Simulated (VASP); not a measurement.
# Br (Pm-3m) in VASP: a series of runs, part 2 of 2

VASP 6.6.1.

## Step 3: Single point, PBE (23.36 Å³/atom)

This run uses another cell than the first one, of 23.36 Å³/atom.

Input file INCAR:

```
  PREC = Accurate
  ENCUT = 520
  EDIFF = 1E-6
  ISMEAR = -1
  SIGMA = 0.1
  LREAL = False
  LASPH = True
  NELM = 100
  ALGO = Normal
  ISIF = 2
  LWAVE = False
  LCHARG = False
  GGA = PE
  NBANDS = 10
```

Input file KPOINTS:

```
regular mesh
0
Gamma
  12 12 12
```

Input file POSCAR:

```
Br
1.0
    2.8585609576      0.0000000000      0.0000000000
    0.0000000000      2.8585609576      0.0000000000
    0.0000000000      0.0000000000      2.8585609576
Br
1
Direct
    0.0000000000      0.0000000000      0.0000000000
```

Potentials or basis: VASP PAW PBE potentials, release 64 (Br).

Started as:

```bash
> cat potpaw_PBE.64/Br/POTCAR > POTCAR
> mpirun -np 1 vasp_std > vasp.out
```

OUTCAR:

```text
PREC = Accurate
   ENCUT = 520
   EDIFF = 1E-6
   ISMEAR = -1
   LREAL = False
   LASPH = True
   NELM = 100
   ISIF = 2
   GGA = PE

 ion  position               nearest neighbor table
   1  0.000  0.000  0.000-

  LATTYP: Found a simple cubic cell.
 ALAT       =     2.8585609576

  Lattice vectors:

 A1 = (   2.8585609576,   0.0000000000,   0.0000000000)
 A2 = (   0.0000000000,   2.8585609576,   0.0000000000)
 A3 = (   0.0000000000,   0.0000000000,   2.8585609576)

Analysis of symmetry for initial positions (statically):
=====================================================================
 Subroutine PRICEL returns:
 Original cell was already a primitive cell.

 Routine SETGRP: Setting up the symmetry group for a
 simple cubic supercell.

 Subroutine GETGRP returns: Found 48 space group operations
 (whereof 48 operations were pure point group operations)
 out of a pool of 48 trial point group operations.

[... 163 lines left out ...]
 cond. band min:       3.9512874723   @ k =   0.2500   0.2500   0.0833
 fundamental gap:      0.0191889347
 Fermi energy:         3.9479712735

 k-point     1 :       0.0000    0.0000    0.0000
  band No.  band energies     occupation
      1     -13.5446      2.00000
      2       3.7077      1.83408
      3       3.7077      1.83408
      4       3.7077      1.83408
      5      10.8944      0.00000
      6      12.0494      0.00000
      7      12.0494      0.00000
      8      25.2487      0.00000
      9      25.2487      0.00000
     10      25.2487      0.00000
[... 287 lines left out ...]
 k-point    24 :       0.4167    0.3333    0.0000
  band No.  band energies     occupation
      1     -11.1630      2.00000
      2      -1.6854      2.00000
      3      -0.4135      2.00000
      4       5.3001      0.00000
      5       9.4982      0.00000
      6      15.3961      0.00000
      7      19.1194      0.00000
      8      20.3608      0.00000
      9      20.4686      0.00000
     10      21.2150      0.00000

 [... further k-points ...]

------------------------ aborting loop because EDIFF is reached ----------------------------------------

  FORCE on cell =-STRESS in cart. coord.  units (eV):
  Direction    XX          YY          ZZ          XY          YZ          ZX
  --------------------------------------------------------------------------------------
  -------------------------------------------------------------------------------------
  Total        2.0150598      2.0150598      2.0150598     -0.0000000      0.0000000      0.0000000
  in kB      138.2153075    138.2153075    138.2153075     -0.0000000      0.0000000      0.0000000
  external PRESSURE =     138.2153075 kB  Pullay stress =       0.0000000 kB

 VOLUME and BASIS-vectors are now :
 -----------------------------------------------------------------------------
  energy-cutoff  :      520.00
  volume of cell :       23.36
      direct lattice vectors                 reciprocal lattice vectors
     2.858560958  0.000000000  0.000000000     0.349826369  0.000000000  0.000000000
     0.000000000  2.858560958  0.000000000     0.000000000  0.349826369  0.000000000
     0.000000000  0.000000000  2.858560958     0.000000000  0.000000000  0.349826369

 POSITION                                       TOTAL-FORCE (eV/Angst)
 -----------------------------------------------------------------------------------
      0.00000      0.00000      0.00000         0.000000      0.000000      0.000000
 -----------------------------------------------------------------------------------
    total drift:                               -0.000000      0.000000      0.000000

  FREE ENERGIE OF THE ION-ELECTRON SYSTEM (eV)
  ---------------------------------------------------
  free  energy   TOTEN  =        -1.0081210553 eV

  energy  without entropy=       -0.9783553225  energy(sigma->0) =       -0.99323819
```

OSZICAR:

```text
N       E                     dE             d eps       ncg     rms          rms(c)
DAV:   1     0.205530117828E+02    0.20553E+02   -0.30479E+03  1696   0.549E+02
DAV:   2    -0.248790951649E+00   -0.20802E+02   -0.19774E+02  2154   0.980E+01
DAV:   3    -0.100464789749E+01   -0.75586E+00   -0.74696E+00  2074   0.171E+01
DAV:   4    -0.100645252332E+01   -0.18046E-02   -0.18045E-02  2018   0.101E+00
DAV:   5    -0.100645637814E+01   -0.38548E-05   -0.38547E-05  2012   0.448E-02    0.896E+00
DAV:   6    -0.100702910617E+01   -0.57273E-03   -0.11352E-03  1934   0.191E-01    0.538E+00
DAV:   7    -0.100805066458E+01   -0.10216E-02   -0.21215E-03  1806   0.275E-01    0.480E-02
DAV:   8    -0.100810084174E+01   -0.50177E-04   -0.72154E-05  1896   0.494E-02    0.178E-02
DAV:   9    -0.100811855571E+01   -0.17714E-04   -0.19350E-05  1826   0.272E-02    0.799E-03
DAV:  10    -0.100812076150E+01   -0.22058E-05   -0.30255E-06  1860   0.998E-03    0.872E-03
DAV:  11    -0.100812105525E+01   -0.29375E-06   -0.53746E-07  1756   0.428E-03
   1 F= -.10081211E+01 E0= -.99323819E+00  d E =-.297657E-01
```

stdout:

```text
POSCAR found type information on POSCAR Br
 POSCAR found :  1 types and       1 ions
 scaLAPACK will be used
 LDA part: xc-table for (Slater+PW92), standard interpolation
 POSCAR, INCAR and KPOINTS ok, starting setup
 FFT: planning ... GRIDC
 FFT: planning ... GRID_SOFT
 FFT: planning ... GRID
 WAVECAR not read
 entering main loop
```

Wall time 10 s (1 thread of Intel Xeon 8259CL, shared host); peak memory 0.15 GiB.

Results:

- Free energy: -1.0081 eV
- Pressure: 13.8 GPa
- Band gap on the k mesh: zero (an odd number of electrons rules out a gap without spin polarisation)

Caveat: the cell stands under pressure; an odd number of electrons without spin polarisation forces a metal; a magnetic or distorted state may lie lower.

## Step 4: Single point, PBE (26.35 Å³/atom)

This run uses another cell than the first one, of 26.35 Å³/atom.

Input file INCAR:

```
SYSTEM = Br
PREC = Accurate
ENCUT = 520
EDIFF = 1E-6
ISMEAR = -1
SIGMA = 0.1
LREAL = .FALSE.
LASPH = .TRUE.
NELM = 100
ALGO = Normal
ISIF = 2
LWAVE = .FALSE.
LCHARG = .FALSE.
GGA = PE
NBANDS = 10
```

Input file KPOINTS:

```
regular mesh
0
G
  12 12 12
  0 0 0
```

Input file POSCAR:

```
Br
1.0
    2.9758439094      0.0000000000      0.0000000000
    0.0000000000      2.9758439094      0.0000000000
    0.0000000000      0.0000000000      2.9758439094
Br
1
Direct
    0.0000000000      0.0000000000      0.0000000000
```

Started as:

```bash
> cat potpaw_PBE.64/Br/POTCAR > POTCAR
> mpirun -np 1 vasp_std > vasp.out
```

Wall time 10 s (1 thread of Intel Xeon 8259CL, shared host); peak memory 0.15 GiB.

The run converged. Its results:

| Item | Value |
| --- | --- |
| Free energy | -1.1771 eV |
| Pressure | 5.2 GPa |
| Band gap on the k mesh | zero (an odd number of electrons rules out a gap without spin polarisation) |

Levels at points of the mesh, in eV from the Fermi level:
```csv
k point,band 1,band 2,band 3,band 4,band 5,band 6,band 7,band 8
"(0.00, 0.00, 0.00)",-16.46,-0.18,-0.18,-0.18,6.67,8.54,8.54,20.45
"(0.50, 0.00, 0.00)",-15.30,-5.89,0.62,0.62,10.08,10.26,11.96,13.59
"(0.50, 0.50, 0.00)",-14.19,-4.62,-4.62,1.33,4.66,12.21,15.29,15.29
"(0.50, 0.50, 0.50)",-13.11,-3.53,-3.53,-3.53,7.10,7.10,7.10,11.39
```

Caveat: the cell stands under pressure; an odd number of electrons without spin polarisation forces a metal; a magnetic or distorted state may lie lower.

## Step 5: The runs side by side

| cell | gap on the mesh (eV) | pressure (GPa) |
| --- | --- | --- |
| a = 2.731 Å, 1 atom | none | 30.4 |
| a = 2.859 Å, 1 atom | none | 13.8 |
| a = 2.976 Å, 1 atom | none | 5.2 |

Alike in all rows: task single point; level PBE; potentials or basis VASP PAW PBE potentials, release 64 (Br); no spin polarisation; k mesh 12 × 12 × 12; cutoff (eV) 520; smearing fermi-dirac 0.1 eV.

Caveats: the cell stands under pressure; an odd number of electrons without spin polarisation forces a metal; a magnetic or distorted state may lie lower.

Absolute energies hang on the potentials; compare differences alone.
